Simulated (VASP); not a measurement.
Au:

```xyz
1
Lattice="-1.6461 1.6461 1.6461 1.6461 -1.6461 1.6461 1.6461 1.6461 -1.6461" Properties=species:S:1:pos:R:3 pbc="T T T"
Au    0.0000    0.0000    0.0000
```

Base run:

```yaml
Program: VASP 6.6.1
Functional: r2SCAN
Potentials_or_basis: VASP PAW PBE potentials, release 64 (Au)
Cutoff: 520 eV
k_mesh: 11 × 11 × 11
Occupations: fermi-dirac, width 0.05 eV
Spin: no spin polarisation
```

Its results: pressure -1.2 GPa.

The run is repeated on the same cell with these changes: functional from r2SCAN to PBE0; k mesh from 11 × 11 × 11 to 6 × 6 × 6. What comes out?

Pressure -1.7 GPa.

Several settings changed at once, so the effect can't be laid on one alone.

Caveats: some runs use coarse meshes; the PAW data sets were made with another functional, which shifts forces and pressure a little.
